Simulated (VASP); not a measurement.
# Ba (Fd-3m) in VASP: single point with r2SCAN

Aim: the single point of Ba with r2SCAN.

Program: VASP 6.6.1. These are calculated values, not measurements. Logs are shortened: lines on timing, memory, paths and dates and some standing lists are left out, and cuts for length are marked.

## Step 1: The cell of the first run

The structure is cubic, space group Fd-3m (No. 227). Conventional cell: a = 7.584 Å, b = 7.584 Å, c = 7.584 Å, α = 90.00°, β = 90.00°, γ = 90.00°. Ba (site symmetry -43m) has 4 Ba at 3.28 Å within 4.3 Å.

This isn't the form of Ba at room conditions, which is bcc.

## Step 2: Single point, r2SCAN, non-collinear spin, zero start, spin-orbit coupling

The input, POSCAR:

```
Ba
1.0
    0.0000000000      3.7920592710      3.7920592710
    3.7920592710      0.0000000000      3.7920592710
    3.7920592710      3.7920592710      0.0000000000
Ba
2
Direct
    0.1250000000      0.1250000000      0.1250000000
    0.8750000000      0.8750000000      0.8750000000
```

The input, INCAR.step1:

```
SYSTEM = Ba
  PREC = Accurate
  ENCUT = 520
  ISMEAR = -1
  SIGMA = 0.1
  LREAL = .False.
  LASPH = .True.
  NELM = 150
  MAGMOM = 0 0 0 0 0 0
  LSORBIT = .True.
  GGA_COMPAT = .False.
  NBANDS = 32
  GGA = PE
  ALGO = Normal
  EDIFF = 1E-4
  LWAVE = .True.
  LCHARG = .False.
```

The input, INCAR.step2:

```
SYSTEM = Ba
  PREC = Accurate
  ENCUT = 520
  EDIFF = 1E-7
  ISMEAR = -1
  SIGMA = 0.1
  LREAL = .False.
  LASPH = .True.
  NELM = 150
  ALGO = Normal
  ISIF = 2
  LWAVE = .False.
  LCHARG = .False.
  MAGMOM = 0 0 0 0 0 0
  LORBIT = 11
  LSORBIT = .True.
  GGA_COMPAT = .False.
  LORBMOM = .True.
  METAGGA = R2SCAN
  LMIXTAU = .True.
  NBANDS = 32
  ISTART = 1
```

The input, KPOINTS:

```
regular mesh
0
Gamma
  7 7 7
  0 0 0
```

Potentials or basis: VASP PAW PBE potentials, release 64 (Ba_sv).

Launch:

```sh
$ cat potpaw_PBE.64/Ba_sv/POTCAR > POTCAR
$ cp INCAR.step1 INCAR
$ mpirun -np 1 vasp_ncl > vasp.out
$ cp INCAR.step2 INCAR
$ mpirun -np 1 vasp_ncl > vasp.out
```

OUTCAR:

```text
SYSTEM = Ba
   PREC = Accurate
   ENCUT = 520
   EDIFF = 1E-7
   ISMEAR = -1
   LREAL = .False.
   LASPH = .True.
   NELM = 150
   ISIF = 2
   LORBIT = 11
   LSORBIT = .True.
   METAGGA = R2SCAN
   ISTART = 1

 ion  position               nearest neighbor table
   1  0.125  0.125  0.125-   2 3.28   2 3.28   2 3.28   2 3.28
   2  0.875  0.875  0.875-   1 3.28   1 3.28   1 3.28   1 3.28

  LATTYP: Found a face centered cubic cell.
 ALAT       =     7.5841185420

  Lattice vectors:

 A1 = (   0.0000000000,   3.7920592710,   3.7920592710)
 A2 = (   3.7920592710,   0.0000000000,   3.7920592710)
 A3 = (   3.7920592710,   3.7920592710,   0.0000000000)

Analysis of symmetry for initial positions (statically):
=====================================================================
 Subroutine PRICEL returns:
 Original cell was already a primitive cell.

 Routine SETGRP: Setting up the symmetry group for a
 face centered cubic supercell.

 Subroutine GETGRP returns: Found 48 space group operations
 (whereof 12 operations were pure point group operations)
 out of a pool of 48 trial point group operations.

The static configuration has the point symmetry D_3d.
 The point group associated with its full space group is O_h .

Analysis of symmetry for dynamics (positions and initial velocities):
=====================================================================
 Subroutine PRICEL returns:
 Original cell was already a primitive cell.

 Routine SETGRP: Setting up the symmetry group for a
 face centered cubic supercell.

 Subroutine GETGRP returns: Found 48 space group operations
 (whereof 12 operations were pure point group operations)
 out of a pool of 48 trial point group operations.

The dynamic configuration has the point symmetry D_3d.
 The point group associated with its full space group is O_h .

Analysis of structural, dynamic, and magnetic symmetry:
=====================================================================
 Subroutine PRICEL returns:
 Original cell was already a primitive cell.

 Routine SETGRP: Setting up the symmetry group for a
 face centered cubic supercell.

 Subroutine GETGRP returns: Found 48 space group operations
 (whereof 12 operations were pure point group operations)
 out of a pool of 48 trial point group operations.

The overall configuration has the point symmetry D_3d.
 The point group associated with its full space group is O_h .

 Subroutine INISYM returns: Found 48 space group operations
 (whereof 12 operations are pure point group operations),
 and found     1 'primitive' translations

----------------------------------------------------------------------------------------

                                     Primitive cell

  volume of cell :     109.0575

  direct lattice vectors                    reciprocal lattice vectors
     0.000000000  3.792059271  3.792059271    -0.131854479  0.131854479  0.131854479
     3.792059271  0.000000000  3.792059271     0.131854479 -0.131854479  0.131854479
     3.792059271  3.792059271  0.000000000     0.131854479  0.131854479 -0.131854479

  length of vectors
     5.362781650  5.362781650  5.362781650     0.228378657  0.228378657  0.228378657

  position of ions in fractional coordinates (direct lattice)
     0.125000000  0.125000000  0.125000000
     0.875000000  0.875000000  0.875000000

  ion indices of the primitive-cell ions
   primitive index   ion index
                 1           1
                 2           2

----------------------------------------------------------------------------------------

 KPOINTS: regular mesh

Automatic generation of k-mesh.
 Grid dimensions read from file:
 generate k-points for:    7    7    7

 Generating k-lattice:

  Cartesian coordinates                     Fractional coordinates (reciprocal lattice)
    -0.018836354  0.018836354  0.018836354     0.142857143  0.000000000  0.000000000
     0.018836354 -0.018836354  0.018836354     0.000000000  0.142857143  0.000000000
     0.018836354  0.018836354 -0.018836354     0.000000000  0.000000000  0.142857143

  Length of vectors
     0.032625522  0.032625522  0.032625522

  Shift w.r.t. Gamma in fractional coordinates (k-lattice)
     0.000000000  0.000000000  0.000000000

 Subroutine IBZKPT returns following result:
 ===========================================

 Found     20 irreducible k-points:

 Following reciprocal coordinates:
            Coordinates               Weight
  0.000000  0.000000  0.000000      1.000000
  0.142857  0.000000  0.000000      8.000000
  0.285714  0.000000  0.000000      8.000000
  0.428571  0.000000  0.000000      8.000000
  0.142857  0.142857  0.000000      6.000000
[... 48 lines left out ...]
   ISMEAR =    -1;   SIGMA  =   0.10  broadening in eV -4-tet -1-fermi 0-gaus
   EFERMI_NEDOS =   21; number of points for ismear=-14 and -15
   IALGO  =     38    algorithm
   IMIX   =      4    mixing-type and parameters
     AMIX     =   0.40;   BMIX     =  1.00
     AMIX_MAG =   1.60;   BMIX_MAG =  1.00
  volume/ion in A,a.u.               =      54.53       367.98
  Fermi-wavevector in a.u.,A,eV,Ry     =   0.930107  1.757648 11.770394  0.865100
  Thomas-Fermi vector in A             =   2.056461
   LORBIT       =     11    0 simple, 1 ext, 2 COOP (PROOUT), +10 PAW based schemes
   METAGGA = R2SCAN    functional components
   LHFCALC =     F    Hartree Fock is set to
   AEXX    =    0.0000 exact exchange contribution
   IVDW    =     0    specifies the selected vdW correction
   LEPSILON=     F    determine dielectric tensor
   LRPA    =     F    only Hartree local field effects (RPA)
  energy-cutoff  :      520.00
  volume of cell :      109.06
 maximum number of plane-waves:      5894
   NGX = 19   NGY = 19   NGZ = 19

 number of electron      19.9999999 magnetization      -0.0000000     -0.0000000      0.0000000

 number of electron      19.9999999 magnetization      -0.0000000     -0.0000000     -0.0000000

 number of electron      19.9999999 magnetization       0.0000000      0.0000000     -0.0000000

 number of electron      19.9999999 magnetization       0.0000000      0.0000000      0.0000000

 Free energy of the ion-electron system (eV)
  ---------------------------------------------------
  ext. energy  EPLUGINS =         0.00000000
  ---------------------------------------------------
  free energy    TOTEN  =       -51.45241250 eV

  energy without entropy =      -51.38494176  energy(sigma->0) =      -51.41867713

 E-fermi :   1.9730     XC(G=0):  -8.2174

 val. band max:        1.9496260383   @ k =  -0.2857   0.2857   0.0000
 cond. band min:       1.9861597832   @ k =   0.2857   0.0000   0.0000
 fundamental gap:      0.0365337449
 Fermi energy:         1.9730183288

 k-point     1 :       0.0000    0.0000    0.0000
  band No.  band energies     occupation
      1     -28.6092      1.00000
      2     -28.6092      1.00000
      3     -27.7911      1.00000
      4     -27.7911      1.00000
      5     -14.9826      1.00000
      6     -14.9826      1.00000
[... 689 lines left out ...]
     31       4.7250      0.00000
     32       4.7250      0.00000

------------------------ aborting loop because EDIFF is reached ----------------------------------------

  FORCE on cell =-STRESS in cart. coord.  units (eV):
  Direction    XX          YY          ZZ          XY          YZ          ZX
  --------------------------------------------------------------------------------------
  -------------------------------------------------------------------------------------
  Total        0.3211894      0.3211894      0.3211894     -0.0000000      0.0000000     -0.0000000
  in kB        4.7186354      4.7186354      4.7186354     -0.0000000      0.0000000     -0.0000000
  external PRESSURE =       4.7186354 kB  Pullay stress =       0.0000000 kB

 VOLUME and BASIS-vectors are now :
 -----------------------------------------------------------------------------
  energy-cutoff  :      520.00
  volume of cell :      109.06
      direct lattice vectors                 reciprocal lattice vectors
     0.000000000  3.792059271  3.792059271    -0.131854479  0.131854479  0.131854479
     3.792059271  0.000000000  3.792059271     0.131854479 -0.131854479  0.131854479
     3.792059271  3.792059271  0.000000000     0.131854479  0.131854479 -0.131854479

 POSITION                                       TOTAL-FORCE (eV/Angst)
 -----------------------------------------------------------------------------------
      0.94801      0.94801      0.94801        -0.000000      0.000000      0.000000
      6.63610      6.63610      6.63610         0.000000     -0.000000     -0.000000
 -----------------------------------------------------------------------------------
    total drift:                                0.000000     -0.000000     -0.000000

  FREE ENERGIE OF THE ION-ELECTRON SYSTEM (eV)
  ---------------------------------------------------
  free  energy   TOTEN  =       -51.4524125038 eV

  energy  without entropy=      -51.3849417620  energy(sigma->0) =      -51.41867713

 orbital moment (x)

 # of ion     p       d       tot
 ----------------------------------------
  1         0.000   0.000   0.000
  2         0.000   0.000   0.000
 ----------------------------------------
            0.000   0.000   0.000

 orbital moment (y)

 # of ion     p       d       tot
 ----------------------------------------
  1        -0.000  -0.000  -0.000
  2        -0.000   0.000   0.000
 ----------------------------------------
           -0.000  -0.000  -0.000

 orbital moment (z)

 # of ion     p       d       tot
 ----------------------------------------
  1         0.000   0.000   0.000
  2         0.000  -0.000  -0.000
 ----------------------------------------
            0.000   0.000   0.000

 Spin-Orbit-Coupling matrix elements

 Ion:    1  E_soc:     -0.3792106
 l=   1
     0.0000000    -0.0625559    -0.0625559
    -0.0625559     0.0000000    -0.0625559
    -0.0625559    -0.0625559     0.0000000
 l=   2
     0.0000000    -0.0000657     0.0000000    -0.0000657    -0.0005802
    -0.0000657     0.0000000    -0.0004352    -0.0000657    -0.0001451
     0.0000000    -0.0004352     0.0000000    -0.0004352     0.0000000
    -0.0000657    -0.0000657    -0.0004352     0.0000000    -0.0001451
    -0.0005802    -0.0001451     0.0000000    -0.0001451     0.0000000
 l=   3
     0.0000000     0.0000000     0.0000000     0.0000000     0.0000000     0.0000000     0.0000000
     0.0000000     0.0000000     0.0000000     0.0000000     0.0000000     0.0000000     0.0000000
     0.0000000     0.0000000     0.0000000     0.0000000     0.0000000     0.0000000     0.0000000
     0.0000000     0.0000000     0.0000000     0.0000000     0.0000000     0.0000000     0.0000000
     0.0000000     0.0000000     0.0000000     0.0000000     0.0000000     0.0000000     0.0000000
     0.0000000     0.0000000     0.0000000     0.0000000     0.0000000     0.0000000     0.0000000
     0.0000000     0.0000000     0.0000000     0.0000000     0.0000000     0.0000000     0.0000000

 Ion:    2  E_soc:     -0.3792106
 l=   1
     0.0000000    -0.0625559    -0.0625559
    -0.0625559     0.0000000    -0.0625559
    -0.0625559    -0.0625559     0.0000000
 l=   2
     0.0000000    -0.0000657     0.0000000    -0.0000657    -0.0005802
    -0.0000657     0.0000000    -0.0004352    -0.0000657    -0.0001451
     0.0000000    -0.0004352     0.0000000    -0.0004352     0.0000000
    -0.0000657    -0.0000657    -0.0004352     0.0000000    -0.0001451
    -0.0005802    -0.0001451     0.0000000    -0.0001451     0.0000000
 l=   3
     0.0000000     0.0000000     0.0000000     0.0000000     0.0000000     0.0000000     0.0000000
     0.0000000     0.0000000     0.0000000     0.0000000     0.0000000     0.0000000     0.0000000
     0.0000000     0.0000000     0.0000000     0.0000000     0.0000000     0.0000000     0.0000000
     0.0000000     0.0000000     0.0000000     0.0000000     0.0000000     0.0000000     0.0000000
     0.0000000     0.0000000     0.0000000     0.0000000     0.0000000     0.0000000     0.0000000
     0.0000000     0.0000000     0.0000000     0.0000000     0.0000000     0.0000000     0.0000000
     0.0000000     0.0000000     0.0000000     0.0000000     0.0000000     0.0000000     0.0000000

 total charge

# of ion       s       p       d       tot
------------------------------------------
    1        2.015   5.530   0.593   8.138
    2        2.015   5.530   0.593   8.138
--------------------------------------------------
tot          4.029  11.059   1.186  16.275

 magnetization (x)

# of ion       s       p       d       tot
------------------------------------------
    1        0.000   0.000  -0.000  -0.000
    2        0.000   0.000   0.000   0.000
--------------------------------------------------
tot          0.000   0.000   0.000   0.000

 magnetization (y)

# of ion       s       p       d       tot
------------------------------------------
    1        0.000  -0.000   0.000  -0.000
    2        0.000  -0.000   0.000   0.000
--------------------------------------------------
tot          0.000  -0.000   0.000   0.000

 magnetization (z)

# of ion       s       p       d       tot
------------------------------------------
    1        0.000  -0.000   0.000   0.000
    2        0.000  -0.000   0.000   0.000
--------------------------------------------------
tot          0.000  -0.000   0.000   0.000
```

It took 17 min on 1 thread of Intel Xeon Platinum 8488C (Sapphire Rapids), shared host; peak memory 0.63 GiB.

Results:

| Property | Result |
| --- | --- |
| Free energy | -51.4524 eV |
| Pressure | 0.5 GPa |
| Net moment | 0.00 μB per cell |
| Valence electrons inside the program's atomic spheres | Ba 8.14 |

Moments on the atoms (μB; x, y, z):
```
Ba  0.00 0.00 0.00
Ba  0.00 0.00 0.00
```

Caveat: the PAW data sets were made with another functional, which shifts forces and pressure a little.
